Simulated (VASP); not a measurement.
# Ca in VASP: a series of runs

The runs below take Ca through single point, with PBEsol.

Everything below comes from runs of VASP 6.6.1. Logs are shortened: lines on timing, memory, paths and dates and some standing lists are left out, and cuts for length are marked.

## Step 1: The cell of the first run

The cell holds a slab with vacuum, 5 atoms: a = 3.857 Å, b = 3.857 Å, c = 25.909 Å, α = 90.00°, β = 90.00°, γ = 90.00°.

## Step 2: Single point, PBEsol

File INCAR:

```
PREC = Accurate ; ENCUT = 520
EDIFF = 1E-6 ; ISMEAR = 0
SIGMA = 0.1 ; LREAL = F
LASPH = T ; NELM = 60
ALGO = Fast ; ISIF = 2
LWAVE = F ; LCHARG = F
LDIPOL = T ; IDIPOL = 3
DIPOL = 0.5 0.5 0.500 ; GGA = PS
NBANDS = 33
```

File KPOINTS:

```
regular mesh
0
Gamma
  9 9 1
```

File POSCAR:

```
Ca
1.0
    3.8570176995      0.0000000000      0.0000000000
    0.0000000000      3.8570176995      0.0000000000
    0.0000000000      0.0000000000     25.9092934819
Ca
5
Direct
    0.5000000000      0.5000000000      0.2894714209
    0.0000000000      0.0000000000      0.3947357105
    0.5000000000      0.5000000000      0.5000000000
    0.0000000000      0.0000000000      0.6052642895
    0.5000000000      0.5000000000      0.7105285791
```

Potentials or basis: VASP PAW PBE potentials, release 64 (Ca_sv).

Command:

```sh
cat potpaw_PBE.64/Ca_sv/POTCAR > POTCAR
mpirun -np 1 vasp_std > vasp.out
```

OUTCAR:

```text
PREC = Accurate
   ENCUT = 520
   EDIFF = 1E-6
   ISMEAR = 0
   LREAL = F
   LASPH = T
   NELM = 60
   ISIF = 2
   GGA = PS

 ion  position               nearest neighbor table
   1  0.500  0.500  0.289-
   2  0.000  0.000  0.395-
   3  0.500  0.500  0.500-
   4  0.000  0.000  0.605-
   5  0.500  0.500  0.711-

  LATTYP: Found a simple tetragonal cell.
 ALAT       =     3.8570176995
 C/A-ratio  =     6.7174422055

  Lattice vectors:

 A1 = (   3.8570176995,   0.0000000000,   0.0000000000)
 A2 = (   0.0000000000,   3.8570176995,   0.0000000000)
 A3 = (   0.0000000000,   0.0000000000,  25.9092934819)

Analysis of symmetry for initial positions (statically):
=====================================================================
 Subroutine PRICEL returns:
 Original cell was already a primitive cell.

 Routine SETGRP: Setting up the symmetry group for a
 simple tetragonal supercell.

 Subroutine GETGRP returns: Found 16 space group operations
 (whereof 16 operations were pure point group operations)
 out of a pool of 16 trial point group operations.

The static configuration has the point symmetry D_4h.

Analysis of symmetry for dynamics (positions and initial velocities):
=====================================================================
 Subroutine PRICEL returns:
 Original cell was already a primitive cell.

 Routine SETGRP: Setting up the symmetry group for a
 simple tetragonal supercell.

 Subroutine GETGRP returns: Found 16 space group operations
 (whereof 16 operations were pure point group operations)
 out of a pool of 16 trial point group operations.

The dynamic configuration has the point symmetry D_4h.

 Subroutine INISYM returns: Found 16 space group operations
 (whereof 16 operations are pure point group operations),
 and found     1 'primitive' translations

----------------------------------------------------------------------------------------

                                     Primitive cell

  volume of cell :     385.4418

  direct lattice vectors                    reciprocal lattice vectors
     3.857017700  0.000000000  0.000000000     0.259267672  0.000000000  0.000000000
     0.000000000  3.857017700  0.000000000     0.000000000  0.259267672  0.000000000
     0.000000000  0.000000000 25.909293482     0.000000000  0.000000000  0.038596189

  length of vectors
     3.857017700  3.857017700 25.909293482     0.259267672  0.259267672  0.038596189

  position of ions in fractional coordinates (direct lattice)
     0.500000000  0.500000000  0.289471421
     0.000000000  0.000000000  0.394735711
     0.500000000  0.500000000  0.500000000
     0.000000000  0.000000000  0.605264289
     0.500000000  0.500000000  0.710528579

  ion indices of the primitive-cell ions
   primitive index   ion index
                 1           1
                 2           2
                 3           3
                 4           4
                 5           5

----------------------------------------------------------------------------------------

 KPOINTS: regular mesh

Automatic generation of k-mesh.
 Grid dimensions read from file:
 generate k-points for:    9    9    1

 Generating k-lattice:

  Cartesian coordinates                     Fractional coordinates (reciprocal lattice)
     0.028807519  0.000000000  0.000000000     0.111111111  0.000000000  0.000000000
     0.000000000  0.028807519  0.000000000     0.000000000  0.111111111  0.000000000
     0.000000000  0.000000000  0.038596189     0.000000000  0.000000000  1.000000000

  Length of vectors
     0.028807519  0.028807519  0.038596189

  Shift w.r.t. Gamma in fractional coordinates (k-lattice)
     0.000000000  0.000000000  0.000000000

 Subroutine IBZKPT returns following result:
 ===========================================

 Found     15 irreducible k-points:

 Following reciprocal coordinates:
            Coordinates               Weight
  0.000000  0.000000  0.000000      1.000000
  0.111111  0.000000  0.000000      4.000000
  0.222222  0.000000  0.000000      4.000000
  0.333333  0.000000  0.000000      4.000000
  0.444444  0.000000  0.000000      4.000000
  0.111111  0.111111  0.000000      4.000000
  0.222222  0.111111  0.000000      8.000000
  0.333333  0.111111  0.000000      8.000000
  0.444444  0.111111  0.000000      8.000000
  0.222222  0.222222  0.000000      4.000000
  0.333333  0.222222  0.000000      8.000000
  0.444444  0.222222  0.000000      8.000000
  0.333333  0.333333  0.000000      4.000000
  0.444444  0.333333  0.000000      8.000000
  0.444444  0.444444  0.000000      4.000000
   k-points           NKPTS =     15   k-points in BZ     NKDIM =     15   number of bands    NBANDS=     33
   number of dos      NEDOS =    301   number of ions     NIONS =      5
   total plane-waves  NPLWV = 176400
   dimension x,y,z NGX =    30 NGY =   30 NGZ =  196
   dimension x,y,z NGXF=    60 NGYF=   60 NGZF=  392
   ions per type =               5
   NGX,Y,Z   is equivalent  to a cutoff of  12.93, 12.93, 12.58 a.u.
   NGXF,Y,Z  is equivalent  to a cutoff of  25.86, 25.86, 25.15 a.u.
 SYSTEM =  unknown system
   PREC   = accura    normal or accurate (medium, high low for compatibility)
   ISTART =      0    job   : 0-new  1-cont  2-samecut
   ICHARG =      2    charge: 1-file 2-atom 10-const
   ISPIN  =      1    spin polarized calculation?
   LNONCOLLINEAR =      F non collinear calculations
   LSORBIT =      F    spin-orbit coupling
   LASPH  =      T    aspherical Exc in radial PAW
   ENCUT  =  520.0 eV  38.22 Ry    6.18 a.u.   7.17  7.17 48.17*2*pi/ulx,y,z
   NELM   =     60;   NELMIN=  2; NELMDL= -5     # of ELM steps
   EDIFF  = 0.1E-05   stopping-criterion for ELM
   LREAL  =      F    real-space projection
   EDIFFG = 0.1E-04   stopping-criterion for IOM
   NSW    =      0    number of steps for IOM
   IBRION =     -1    ionic relax: 0-MD 1-quasi-New 2-CG
   NFREE  =      0    steps in history (QN), initial steepest desc. (CG)
   ISIF   =      2    stress and relaxation
   ISYM   =      2    0-nonsym 1-usesym 2-fastsym
   POTIM  = 0.5000    time-step for ionic-motion
   TEBEG  =    0.0;   TEEND  =   0.0 temperature during run
   PSTRESS=    0.0 pullay stress
   NELECT =      50.0000    total number of electrons
   NUPDOWN=      -1.0000    fix difference up-down
   EMIN   =  10.00;   EMAX   =-10.00  energy-range for DOS
   EFERMI =   0.00;   METHOD = LEGACY
   ISMEAR =     0;   SIGMA  =   0.10  broadening in eV -4-tet -1-fermi 0-gaus
   EFERMI_NEDOS =   21; number of points for ismear=-14 and -15
   IALGO  =     68    algorithm
   IMIX   =      4    mixing-type and parameters
     AMIX     =   0.40;   BMIX     =  1.00
     AMIX_MAG =   1.60;   BMIX_MAG =  1.00
  volume/ion in A,a.u.               =      77.09       520.22
  Fermi-wavevector in a.u.,A,eV,Ry     =   0.828728  1.566068  9.344341  0.686790
  Thomas-Fermi vector in A             =   1.941153
   LORBIT       =      0    0 simple, 1 ext, 2 COOP (PROOUT), +10 PAW based schemes
   GGA     = PS    functional components
   LHFCALC =     F    Hartree Fock is set to
   AEXX    =    0.0000 exact exchange contribution
   IVDW    =     0    specifies the selected vdW correction
   LEPSILON=     F    determine dielectric tensor
   LRPA    =     F    only Hartree local field effects (RPA)
 non-spin polarized calculation
 RMM-DIIS sequential band-by-band and
 Gauss-broadening in eV      SIGMA  =   0.10
  energy-cutoff  :      520.00
  volume of cell :      385.44
 maximum number of plane-waves:     10412
 NGX is ok and might be reduce to    30
   NGX = 15   NGY = 15   NGZ = 97

 number of electron      50.0000011 magnetization

 dipolmoment           0.000000      0.000000     -0.000000 electrons x Angstroem

 Free energy of the ion-electron system (eV)
  ---------------------------------------------------
  ext. energy  EPLUGINS =         0.00000000
  ---------------------------------------------------
  free energy    TOTEN  =        -9.72623663 eV

  energy without entropy =       -9.67806849  energy(sigma->0) =       -9.70215256

 E-fermi :  -0.1215     XC(G=0):  -4.8537

 val. band max:       -0.1381113251   @ k =   0.4444   0.0000   0.0000
 cond. band min:      -0.1169492089   @ k =   0.4444   0.1111   0.0000
 fundamental gap:      0.0211621162
 Fermi energy:        -0.1215246678

 k-point     1 :       0.0000    0.0000    0.0000
  band No.  band energies     occupation
      1     -42.4894      2.00000
      2     -42.4894      2.00000
      3     -41.8784      2.00000
      4     -41.8110      2.00000
      5     -41.8101      2.00000
      6     -23.5963      2.00000
[... 25 lines left out ...]
     32       1.5556      0.00000
     33       1.7916      0.00000

 k-point     2 :       0.1111    0.0000    0.0000
  band No.  band energies     occupation
      1     -42.4888      2.00000
      2     -42.4888      2.00000
      3     -41.8776      2.00000
      4     -41.8104      2.00000
      5     -41.8095      2.00000
      6     -23.5953      2.00000
[... 25 lines left out ...]
     32       1.5109      0.00000
     33       1.7634      0.00000

 k-point     3 :       0.2222    0.0000    0.0000
  band No.  band energies     occupation
      1     -42.4872      2.00000
      2     -42.4872      2.00000
      3     -41.8757      2.00000
      4     -41.8087      2.00000
      5     -41.8082      2.00000
      6     -23.5927      2.00000
[... 25 lines left out ...]
     32       1.3407      0.00000
     33       1.6935      0.00000

 k-point     4 :       0.3333    0.0000    0.0000
  band No.  band energies     occupation
      1     -42.4853      2.00000
      2     -42.4853      2.00000
      3     -41.8735      2.00000
      4     -41.8068      2.00000
      5     -41.8066      2.00000
      6     -23.5898      2.00000
[... 349 lines left out ...]
     32       0.7514      0.00000
     33       1.0176      0.00000

 k-point    14 :       0.4444    0.3333    0.0000
  band No.  band energies     occupation
      1     -42.4801      2.00000
      2     -42.4801      2.00000
      3     -41.8679      2.00000
      4     -41.8015      2.00000
      5     -41.8014      2.00000
      6     -23.5809      2.00000
[... 25 lines left out ...]
     32       0.9251      0.00000
     33       1.0664      0.00000

 k-point    15 :       0.4444    0.4444    0.0000
  band No.  band energies     occupation
      1     -42.4789      2.00000
      2     -42.4789      2.00000
      3     -41.8666      2.00000
      4     -41.8002      2.00000
      5     -41.8002      2.00000
      6     -23.5788      2.00000
[... 25 lines left out ...]
     32       0.7792      0.00000
     33       0.8499      0.00000

------------------------ aborting loop because EDIFF is reached ----------------------------------------

 vacuum level on the upper side and lower side of the slab       (xc-potential included)        -0.253        -0.253

  FORCE on cell =-STRESS in cart. coord.  units (eV):
  Direction    XX          YY          ZZ          XY          YZ          ZX
  --------------------------------------------------------------------------------------
  -------------------------------------------------------------------------------------
  Total       -0.7552278     -0.7552278     -0.4555968      0.0000000      0.0000000      0.0000000
  in kB       -3.1392774     -3.1392774     -1.8937928      0.0000000      0.0000000      0.0000000
  external PRESSURE =      -2.7241159 kB  Pullay stress =       0.0000000 kB

 VOLUME and BASIS-vectors are now :
 -----------------------------------------------------------------------------
  energy-cutoff  :      520.00
  volume of cell :      385.44
      direct lattice vectors                 reciprocal lattice vectors
     3.857017700  0.000000000  0.000000000     0.259267672  0.000000000  0.000000000
     0.000000000  3.857017700  0.000000000     0.000000000  0.259267672  0.000000000
     0.000000000  0.000000000 25.909293482     0.000000000  0.000000000  0.038596189

 POSITION                                       TOTAL-FORCE (eV/Angst)
 -----------------------------------------------------------------------------------
      1.92851      1.92851      7.50000         0.000000      0.000000      0.075529
      0.00000      0.00000     10.22732        -0.000000      0.000000     -0.073117
      1.92851      1.92851     12.95465         0.000000     -0.000000      0.000000
      0.00000      0.00000     15.68197         0.000000      0.000000      0.073117
      1.92851      1.92851     18.40929         0.000000     -0.000000     -0.075529
 -----------------------------------------------------------------------------------
    total drift:                                0.000000      0.000000      0.000000

  FREE ENERGIE OF THE ION-ELECTRON SYSTEM (eV)
  ---------------------------------------------------
  free  energy   TOTEN  =        -9.7262366293 eV

  energy  without entropy=       -9.6780684870  energy(sigma->0) =       -9.70215256

 vacuum level on the upper side and lower side of the slab         2.417         2.417
```

Run time: 8.3 min. Hardware: 1 thread of Intel Xeon Platinum 8488C (Sapphire Rapids), shared host; peak memory 0.48 GiB.

What came out:

```
Free energy            : -9.7262 eV
Largest force          : 0.076 eV/Å
Band gap on the k mesh : zero (band 25 reaches -0.07 eV, above the bottom of band 26 at -0.15 eV)
```

Forces on the atoms (eV/Å):
```
Ca   0.000  0.000  0.076
Ca   0.000  0.000 -0.073
Ca   0.000  0.000  0.000
Ca   0.000  0.000  0.073
Ca   0.000  0.000 -0.076
```

Caveat: the PAW data sets were made with another functional, which shifts forces and pressure a little.

## Step 3: Single point, PBEsol

File INCAR:

```
PREC = Accurate
ENCUT = 520
EDIFF = 1E-6
ISMEAR = 0
SIGMA = 0.1
LREAL = F
LASPH = T
NELM = 80
ALGO = Fast
ISIF = 2
LWAVE = F
LCHARG = F
LDIPOL = T
IDIPOL = 3
DIPOL = 0.5 0.5 0.500
GGA = PS
NBANDS = 33
```

File KPOINTS:

```
Automatic mesh
0
Gamma
  9 9 1
```

File POSCAR:

```
Ca
1.0
    3.8570176995      0.0000000000      0.0000000000
    0.0000000000      3.8570176995      0.0000000000
    0.0000000000      0.0000000000     25.9092934819
Ca
5
Direct
    0.5000000000      0.5000000000      0.2926620365
    0.0000000000      0.0000000000      0.3953561030
    0.5000000000      0.5000000000      0.5000000072
    0.0000000000      0.0000000000      0.6046438932
    0.5000000000      0.5000000000      0.7073379601
```

Potentials or basis: VASP PAW PBE potentials, release 64 (Ca_sv).

Command:

```sh
cat potpaw_PBE.64/Ca_sv/POTCAR > POTCAR
mpirun -np 1 vasp_std > vasp.out
```

Wall time 9.7 min (1 thread of Intel Xeon Platinum 8488C (Sapphire Rapids), shared host); peak memory 0.48 GiB.

Results (log left out):

| Property | Result |
| --- | --- |
| Free energy | -9.7316 eV |
| Largest force | 0.009 eV/Å |
| Band gap on the k mesh | zero (band 25 reaches -0.07 eV, above the bottom of band 26 at -0.14 eV) |

Forces in eV/Å, atoms in the order of the input:
```
Ca   0.000  0.000  0.006
Ca   0.000  0.000 -0.009
Ca   0.000  0.000  0.000
Ca   0.000  0.000  0.009
Ca   0.000  0.000 -0.006
```

Levels at points of the mesh, in eV from the Fermi level:
```csv
k point,band 23,band 24,band 25,band 26,band 27,band 28
"(0.00, 0.00, 0.00)",-2.75,-1.79,-0.93,0.43,0.48,0.54
```

Caveat: the PAW data sets were made with another functional, which shifts forces and pressure a little.
